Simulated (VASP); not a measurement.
# Mg (P6_3/mmc) in VASP: notebook

Mg is run at these levels: revPBE, BLYP; tasks: relaxation of cell and atoms.

Everything below comes from runs of VASP 6.6.1. Logs are shortened: lines on timing, memory, paths and dates and some standing lists are left out, and cuts for length are marked.

## 1. The cell of the first run

It takes space group P6_3/mmc (No. 194, hexagonal). Conventional cell: a = 3.177 Å, b = 3.177 Å, c = 10.319 Å, α = 90.00°, β = 90.00°, γ = 120.00°. Mg (site symmetry -6m2) has 12 Mg at 3.17 to 3.18 Å within 4.2 Å. Within 4.2 Å of Mg (site symmetry -3m) lie 12 Mg at 3.17 to 3.18 Å.

## 2. Relaxation of cell and atoms, revPBE

INCAR

```
PREC     = Accurate       # precision mode
ENCUT    = 600            # plane-wave cutoff, eV
EDIFF    = 1E-7           # SCF threshold, eV
ISMEAR   = -1             # smearing method
SIGMA    = 0.05           # smearing width, eV
LREAL    = False          # projectors in reciprocal space
LASPH    = True           # aspherical terms in the spheres
NELM     = 60             # most SCF steps
ALGO     = Normal         # electronic algorithm
ISIF     = 3              # what is computed and relaxed
LWAVE    = False          # write WAVECAR
LCHARG   = False          # write CHGCAR
GGA      = RE             # functional
IBRION   = 2              # ionic algorithm
NSW      = 60             # ionic steps
EDIFFG   = -0.01          # ionic threshold
```

KPOINTS

```
regular mesh
0
Gamma
  10 10 3
```

POSCAR

```
Mg
1.0
    3.1768261656      0.0000000000      0.0000000000
   -1.5884130828      2.7512121628      0.0000000000
    0.0000000000      0.0000000000     10.3188620100
Mg
4
Direct
    0.6666666667      0.3333333333      0.7500000000
    0.0000000000      0.0000000000      0.5000000000
    0.3333333333      0.6666666667      0.2500000000
    0.0000000000      0.0000000000      0.0000000000
```

Potentials or basis: VASP PAW PBE potentials, release 64 (Mg).

Command:

```bash
$ cat potpaw_PBE.64/Mg/POTCAR > POTCAR
$ mpirun -np 1 vasp_std > vasp.out
```

OUTCAR:

```text
PREC = Accurate
   ENCUT = 600
   EDIFF = 1E-7
   ISMEAR = -1
   LREAL = False
   LASPH = True
   NELM = 60
   ISIF = 3
   GGA = RE
   IBRION = 2
   NSW = 60
   EDIFFG = -0.01

 ion  position               nearest neighbor table
   1  0.667  0.333  0.750-   2 3.17   4 3.17   2 3.17   4 3.17   2 3.17   4 3.17
   2  0.000  0.000  0.500-   1 3.17   3 3.17   3 3.17   1 3.17   1 3.17   3 3.17
   3  0.333  0.667  0.250-   2 3.17   4 3.17   2 3.17   4 3.17   2 3.17   4 3.17
   4  0.000  0.000  0.000-   1 3.17   3 3.17   3 3.17   1 3.17   1 3.17   3 3.17

  LATTYP: Found a hexagonal cell.
 ALAT       =     3.1768261656
 C/A-ratio  =     3.2481670296

  Lattice vectors:

 A1 = (   3.1768261656,   0.0000000000,   0.0000000000)
 A2 = (  -1.5884130828,   2.7512121628,   0.0000000000)
 A3 = (   0.0000000000,   0.0000000000,  10.3188620100)

Analysis of symmetry for initial positions (statically):
=====================================================================
 Subroutine PRICEL returns:
 Original cell was already a primitive cell.

 Routine SETGRP: Setting up the symmetry group for a
 hexagonal supercell.

 Subroutine GETGRP returns: Found 24 space group operations
 (whereof 12 operations were pure point group operations)
 out of a pool of 24 trial point group operations.

The static configuration has the point symmetry D_3d.
 The point group associated with its full space group is D_6h.

Analysis of symmetry for dynamics (positions and initial velocities):
=====================================================================
 Subroutine PRICEL returns:
 Original cell was already a primitive cell.

 Routine SETGRP: Setting up the symmetry group for a
 hexagonal supercell.

 Subroutine GETGRP returns: Found 24 space group operations
 (whereof 12 operations were pure point group operations)
 out of a pool of 24 trial point group operations.

The dynamic configuration has the point symmetry D_3d.
 The point group associated with its full space group is D_6h.

 Subroutine INISYM returns: Found 24 space group operations
 (whereof 12 operations are pure point group operations),
 and found     1 'primitive' translations

----------------------------------------------------------------------------------------

                                     Primitive cell

  volume of cell :      90.1881

  direct lattice vectors                    reciprocal lattice vectors
     3.176826166  0.000000000  0.000000000     0.314779578  0.181738074  0.000000000
    -1.588413083  2.751212163  0.000000000     0.000000000  0.363476148  0.000000000
     0.000000000  0.000000000 10.318862010     0.000000000  0.000000000  0.096909911

  length of vectors
     3.176826166  3.176826166 10.318862010     0.363476148  0.363476148  0.096909911

  position of ions in fractional coordinates (direct lattice)
     0.666666667  0.333333333  0.750000000
     0.000000000  0.000000000  0.500000000
     0.333333333  0.666666667  0.250000000
     0.000000000  0.000000000  0.000000000

  ion indices of the primitive-cell ions
   primitive index   ion index
                 1           1
                 2           2
                 3           3
                 4           4

----------------------------------------------------------------------------------------

 KPOINTS: regular mesh

Automatic generation of k-mesh.
 Grid dimensions read from file:
 generate k-points for:   10   10    3

 Generating k-lattice:

  Cartesian coordinates                     Fractional coordinates (reciprocal lattice)
     0.031477958  0.018173807  0.000000000     0.100000000 -0.000000000  0.000000000
     0.000000000  0.036347615  0.000000000     0.000000000  0.100000000  0.000000000
     0.000000000  0.000000000  0.032303304     0.000000000  0.000000000  0.333333333

  Length of vectors
     0.036347615  0.036347615  0.032303304

  Shift w.r.t. Gamma in fractional coordinates (k-lattice)
     0.000000000  0.000000000  0.000000000

 Subroutine IBZKPT returns following result:
 ===========================================

 Found     28 irreducible k-points:

 Following reciprocal coordinates:
            Coordinates               Weight
  0.000000  0.000000  0.000000      1.000000
  0.100000  0.000000  0.000000      6.000000
  0.200000  0.000000  0.000000      6.000000
  0.300000  0.000000  0.000000      6.000000
  0.400000  0.000000  0.000000      6.000000
  0.500000  0.000000  0.000000      3.000000
[... 16 lines left out ...]
  0.300000  0.100000  0.333333     24.000000
  0.400000  0.100000  0.333333     24.000000
 [... further k-points ...]
   k-points           NKPTS =     28   k-points in BZ     NKDIM =     28   number of bands    NBANDS=      8
   number of dos      NEDOS =    301   number of ions     NIONS =      4
   total plane-waves  NPLWV =  65856
   dimension x,y,z NGX =    28 NGY =   28 NGZ =   84
   dimension x,y,z NGXF=    56 NGYF=   56 NGZF=  168
   ions per type =               4
   NGX,Y,Z   is equivalent  to a cutoff of  14.65, 14.65, 13.53 a.u.
   NGXF,Y,Z  is equivalent  to a cutoff of  29.31, 29.31, 27.07 a.u.
 SYSTEM =  unknown system
   PREC   = accura    normal or accurate (medium, high low for compatibility)
   ISTART =      0    job   : 0-new  1-cont  2-samecut
   ICHARG =      2    charge: 1-file 2-atom 10-const
   ISPIN  =      1    spin polarized calculation?
   LNONCOLLINEAR =      F non collinear calculations
   LSORBIT =      F    spin-orbit coupling
   LASPH  =      T    aspherical Exc in radial PAW
   ENCUT  =  600.0 eV  44.10 Ry    6.64 a.u.   6.34  6.34 20.61*2*pi/ulx,y,z
   NELM   =     60;   NELMIN=  2; NELMDL= -5     # of ELM steps
   EDIFF  = 0.1E-06   stopping-criterion for ELM
   LREAL  =      F    real-space projection
   EDIFFG = -.1E-01   stopping-criterion for IOM
   NSW    =     60    number of steps for IOM
   IBRION =      2    ionic relax: 0-MD 1-quasi-New 2-CG
   NFREE  =      1    steps in history (QN), initial steepest desc. (CG)
   ISIF   =      3    stress and relaxation
   ISYM   =      2    0-nonsym 1-usesym 2-fastsym
   POTIM  = 0.5000    time-step for ionic-motion
   TEBEG  =    0.0;   TEEND  =   0.0 temperature during run
   PSTRESS=    0.0 pullay stress
   NELECT =       8.0000    total number of electrons
   NUPDOWN=      -1.0000    fix difference up-down
   EMIN   =  10.00;   EMAX   =-10.00  energy-range for DOS
   EFERMI =   0.00;   METHOD = LEGACY
   ISMEAR =    -1;   SIGMA  =   0.05  broadening in eV -4-tet -1-fermi 0-gaus
   EFERMI_NEDOS =   21; number of points for ismear=-14 and -15
   IALGO  =     38    algorithm
   IMIX   =      4    mixing-type and parameters
     AMIX     =   0.40;   BMIX     =  1.00
     AMIX_MAG =   1.60;   BMIX_MAG =  1.00
  volume/ion in A,a.u.               =      22.55       152.15
  Fermi-wavevector in a.u.,A,eV,Ry     =   0.730110  1.379708  7.252733  0.533061
  Thomas-Fermi vector in A             =   1.821999
   LORBIT       =      0    0 simple, 1 ext, 2 COOP (PROOUT), +10 PAW based schemes
   GGA     = RE    functional components
   LHFCALC =     F    Hartree Fock is set to
   AEXX    =    0.0000 exact exchange contribution
   IVDW    =     0    specifies the selected vdW correction
   LEPSILON=     F    determine dielectric tensor
   LRPA    =     F    only Hartree local field effects (RPA)
 conjugate gradient relaxation of ions
 non-spin polarized calculation
  energy-cutoff  :      600.00
  volume of cell :       90.19
 maximum number of plane-waves:      3035
 NGX is ok and might be reduce to    28
   NGX = 13   NGY = 13   NGZ = 41

--------------------------------------- Ionic step        1  -------------------------------------------

 number of electron       8.0000000 magnetization

 Free energy of the ion-electron system (eV)
  ---------------------------------------------------
  ext. energy  EPLUGINS =         0.00000000
  ---------------------------------------------------
  free energy    TOTEN  =        -5.40344756 eV

  energy without entropy =       -5.38404138  energy(sigma->0) =       -5.39374447

------------------------ aborting loop because EDIFF is reached ----------------------------------------

  FORCE on cell =-STRESS in cart. coord.  units (eV):
  Direction    XX          YY          ZZ          XY          YZ          ZX
  --------------------------------------------------------------------------------------
  -------------------------------------------------------------------------------------
  Total        0.8136190      0.8136190      1.2399732      0.0000000      0.0000000      0.0000000
  in kB       14.4538093     14.4538093     22.0279218      0.0000000      0.0000000      0.0000000
  external PRESSURE =      16.9785134 kB  Pullay stress =       0.0000000 kB
[... 175 lines left out ...]
  energy  without entropy=       -5.4112458936  energy(sigma->0) =       -5.41948499

--------------------------------------- Ionic step        6  -------------------------------------------

 number of electron       8.0000000 magnetization

 Free energy of the ion-electron system (eV)
  ---------------------------------------------------
  ext. energy  EPLUGINS =         0.00000000
  ---------------------------------------------------
  free energy    TOTEN  =        -5.42796307 eV

  energy without entropy =       -5.41155025  energy(sigma->0) =       -5.41975666

 E-fermi :   2.6900     XC(G=0):  -8.3219

 val. band max:        2.6633188240   @ k =   0.4000   0.2000   0.0000
 cond. band min:       2.6900268780   @ k =   0.3000   0.3000   0.0000
 fundamental gap:      0.0267080541
 Fermi energy:         2.6899742750

 k-point     1 :       0.0000    0.0000    0.0000
  band No.  band energies     occupation
      1      -4.2356      2.00000
      2      -2.8997      2.00000
      3      -2.8992      2.00000
      4       0.8349      2.00000
      5       1.2064      2.00000
      6       7.2793      0.00000
      7       7.2861      0.00000
      8      13.5429      0.00000
[... 243 lines left out ...]
 k-point    24 :       0.4000    0.1000    0.3333
  band No.  band energies     occupation
      1      -0.0802      2.00000
      2       0.3434      2.00000
      3       1.7232      2.00000
      4       1.8587      2.00000
      5       2.4478      1.98437
      6       3.3119      0.00001
      7       4.0128      0.00000
      8       5.1570      0.00000

 [... further k-points ...]
[... 5 lines left out ...]
  --------------------------------------------------------------------------------------
  -------------------------------------------------------------------------------------
  Total       -0.0269693     -0.0269693     -0.0173111      0.0000000      0.0000000      0.0000000
  in kB       -0.4571045     -0.4571045     -0.2934075      0.0000000      0.0000000      0.0000000
  external PRESSURE =      -0.4025388 kB  Pullay stress =       0.0000000 kB
[... 19 lines left out ...]
  FREE ENERGIE OF THE ION-ELECTRON SYSTEM (eV)
  ---------------------------------------------------
  free  energy   TOTEN  =        -5.4279630705 eV

  energy  without entropy=       -5.4115502543  energy(sigma->0) =       -5.41975666

 reached required accuracy - stopping structural energy minimisation
```

Run time: 75 s. Hardware: 1 thread of Intel Xeon Platinum 8488C (Sapphire Rapids), shared host; peak memory 0.25 GiB.

Results:

```yaml
Free_energy: -5.4280 eV
Relaxed_volume: 23.63 Å³/atom
Relaxed_cell: a = 3.210 Å, b = 3.210 Å, c = 10.592 Å, α = 90.00°, β = 90.00°, γ = 120.00°
Space_group_after_relaxing_to_0.05_Å: P6_3/mmc (No. 194)
Energy_gained_by_relaxing: 6.1 meV/atom
Ionic_steps: 6
Pressure_after_relaxing: 0.0 GPa
Band_gap_on_the_k_mesh: zero (band 4 reaches 3.16 eV, above the bottom of band 5 at 1.21 eV)
```

Step by step:
```csv
step,energy change (eV),largest force (eV/Å),pressure (GPa),volume (Å³)
1,0.0000,0.0000,1.70,90.19
2,-0.0217,0.0000,0.40,93.34
3,-0.0234,0.0000,-0.09,94.66
4,-0.0234,0.0000,-0.06,94.57
5,-0.0243,0.0000,-0.05,94.55
6,-0.0245,0.0000,-0.04,94.53
```

Final structure:
```
CELL_PARAMETERS angstrom
3.21021 0.00000 0.00000
-1.60510 2.78012 0.00000
0.00000 0.00000 10.59173
ATOMIC_POSITIONS crystal
Mg 0.66667 0.33333 0.75000
Mg 0.00000 0.00000 0.50000
Mg 0.33333 0.66667 0.25000
Mg 0.00000 0.00000 0.00000
```

Caveat: the PAW data sets were made with another functional, which shifts forces and pressure a little.

## 3. Relaxation of cell and atoms, BLYP

INCAR

```
  PREC = Accurate
  ENCUT = 600
  EDIFF = 1E-7
  ISMEAR = -1
  SIGMA = 0.05
  LREAL = False
  LASPH = True
  NELM = 100
  ALGO = Normal
  ISIF = 3
  LWAVE = False
  LCHARG = False
  GGA = B5
  ALDAX = 1.0
  AGGAX = 1.0
  AGGAC = 1.0
  ALDAC = 0.0
  IBRION = 2
  NSW = 60
  EDIFFG = -0.01
```

KPOINTS

```
Automatic mesh
0
Gamma
  10 10 3
```

POSCAR is that of step 2.

Potentials or basis: VASP PAW PBE potentials, release 64 (Mg).

Command:

```bash
$ cat potpaw_PBE.64/Mg/POTCAR > POTCAR
$ mpirun -np 1 vasp_std > vasp.out
```

Run time: 2.6 min. Hardware: 1 thread of Intel Xeon Platinum 8488C (Sapphire Rapids), shared host; peak memory 0.24 GiB.

The run converged. Its results:

```
Free energy                            : -2.9788 eV
Relaxed volume                         : 23.62 Å³/atom
Relaxed cell                           : a = 3.204 Å, b = 3.204 Å, c = 10.623 Å, α = 90.00°, β = 90.00°, γ = 120.00°
Space group after relaxing (to 0.05 Å) : P6_3/mmc (No. 194)
Energy gained by relaxing              : 6.2 meV/atom
Ionic steps                            : 6
Pressure after relaxing                : 0.0 GPa
Band gap on the k mesh                 : zero (band 4 reaches 3.59 eV, above the bottom of band 5 at 1.42 eV)
```

Step by step:
| step | energy change (eV) | largest force (eV/Å) | pressure (GPa) | volume (Å³) |
| --- | --- | --- | --- | --- |
| 1 | 0.0000 | 0.0000 | 1.58 | 90.19 |
| 2 | -0.0212 | 0.0000 | 0.46 | 93.12 |
| 3 | -0.0240 | 0.0000 | -0.04 | 94.60 |
| 4 | -0.0240 | 0.0000 | -0.07 | 94.69 |
| 5 | -0.0245 | 0.0000 | -0.03 | 94.60 |
| 6 | -0.0249 | 0.0000 | 0.02 | 94.46 |

Final structure:
```yaml
crystal:
  lattice:
    - [3.20442, 0.00000, 0.00000]
    - [-1.60221, 2.77511, 0.00000]
    - [0.00000, 0.00000, 10.62262]
  atoms:
    - { symbol: Mg, position: [0.66667, 0.33333, 0.75000] }
    - { symbol: Mg, position: [0.00000, 0.00000, 0.50000] }
    - { symbol: Mg, position: [0.33333, 0.66667, 0.25000] }
    - { symbol: Mg, position: [0.00000, 0.00000, 0.00000] }
```

Levels at points of the mesh, in eV from the Fermi level:
```
           k point  band 1  band 2  band 3  band 4  band 5  band 6  band 7  band 8
(0.00, 0.00, 0.00)   -6.93   -5.60   -5.60   -1.78   -1.64    4.49    4.50   10.85
(0.50, 0.00, 0.00)   -2.18   -2.13   -1.13   -1.10   -0.63   -0.60    2.61    2.86
```

Caveat: the PAW data sets were made with another functional, which shifts forces and pressure a little.
